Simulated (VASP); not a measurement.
Set up this calculation in VASP 6.6.1, as the native input.

* Task: single point
* Functional: PBEsol
* Potentials or basis: VASP PAW PBE potentials, release 64 (Ag, I)
* Cutoff: 500 eV
* k mesh: 8 × 8 × 8
* Occupations: gaussian, width 0.01 eV
* Spin: no spin polarisation
* Dipole correction: no
* Further INCAR settings: ALGO = Normal; EDIFF = 1e-06; NBANDS = 16

The structure of AgI lies in POSCAR:

```
AgI
1.0
    0.0000000000      3.0780188622      3.0780188622
    3.0780188622      0.0000000000      3.0780188622
    3.0780188622      3.0780188622      0.0000000000
Ag I
1 1
Direct
    0.0000000000      0.0000000000      0.0000000000
    0.7500000000      0.7500000000      0.7500000000
```

These files were run (other wordings do the same):

INCAR

```
SYSTEM = AgI
ALGO = Normal
EDIFF = 1E-6
ENCUT = 500
GGA = PS
GGA_COMPAT = .FALSE.
ISIF = 2
ISMEAR = 0
LASPH = .TRUE.
LCHARG = .FALSE.
LREAL = .FALSE.
LWAVE = .FALSE.
NBANDS = 16
NELM = 120
PREC = Accurate
SIGMA = 0.01
```

KPOINTS

```
k-points
0
G
  8 8 8
  0 0 0
```

Potentials or basis: VASP PAW PBE potentials, release 64 (Ag, I).

Command:

```sh
$ cat potpaw_PBE.64/Ag/POTCAR potpaw_PBE.64/I/POTCAR > POTCAR
$ mpirun -np 1 vasp_std > vasp.out
```

Results of the run:

| Item | Value |
| --- | --- |
| Pressure | 6.9 GPa |
| Band gap on the k mesh | 1.20 eV, direct |

Caveat: the PAW data sets were made with another functional, which shifts forces and pressure a little; spin-orbit coupling is left out, which moves the levels of the heavy elements.

Run time: 11 s on 1 thread of AMD EPYC 9R45 96-Core Processor (Zen 5) (shared host), peak memory 0.15 GiB.
